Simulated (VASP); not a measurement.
## O: single point with PBE

O:

```
CELL_PARAMETERS angstrom
-2.39449 0.00000 3.64705
0.00000 -3.32483 0.00000
3.30831 0.00000 3.64705
ATOMIC_POSITIONS crystal
O 0.13012 0.00000 0.02545
O 0.63012 0.50000 0.52545
O 0.86988 0.00000 0.97455
O 0.36988 0.50000 0.47455
```

```json
{"Program": "VASP 6.6.1", "Task": "single point", "Functional": "PBE", "Potentials or basis": "VASP PAW PBE potentials, release 64 (O)", "Cutoff": "520 eV", "k mesh": "6 × 8 × 5", "Occupations": "fermi-dirac, width 0.05 eV", "Spin": "no spin polarisation"}
```

The pressure is -0.2 GPa. The largest force is 0.855 eV/Å and the band gap on the k mesh is zero (band 12 reaches -1.74 eV, above the bottom of band 13 at -1.91 eV).

Forces on the atoms (eV/Å):
```
O   -0.163  0.000  0.840
O   -0.163  0.000  0.840
O    0.163  0.000 -0.840
O    0.163  0.000 -0.840
```

Stress tensor (GPa, compression positive):
```
 0.71  0.00 -0.82
 0.00 -3.21  0.00
-0.82  0.00  1.83
```

Levels at points of the mesh, in eV from the Fermi level:
| k point | band 10 | band 11 | band 12 | band 13 | band 14 | band 15 |
| --- | --- | --- | --- | --- | --- | --- |
| (0.00, 0.00, 0.00) | -6.22 | -0.09 | -0.02 | 0.18 | 0.37 | 6.73 |
| (0.50, 0.00, 0.00) | -6.41 | -0.10 | -0.10 | 0.20 | 0.20 | 6.95 |
| (0.00, 0.50, 0.00) | -6.68 | -0.21 | -0.21 | 0.02 | 0.02 | 9.45 |
| (0.50, 0.50, 0.00) | -6.52 | -0.57 | -0.57 | 0.14 | 0.14 | 8.38 |

Run time: 82 s on 1 thread of Intel(R) Xeon(R) Platinum 8375C CPU @ 2.90GHz (Ice Lake), on a shared host, peak memory 0.21 GiB.

Caveat: the standard files for N, O and F lose accuracy on very short bonds; spin is off for a triplet molecule.
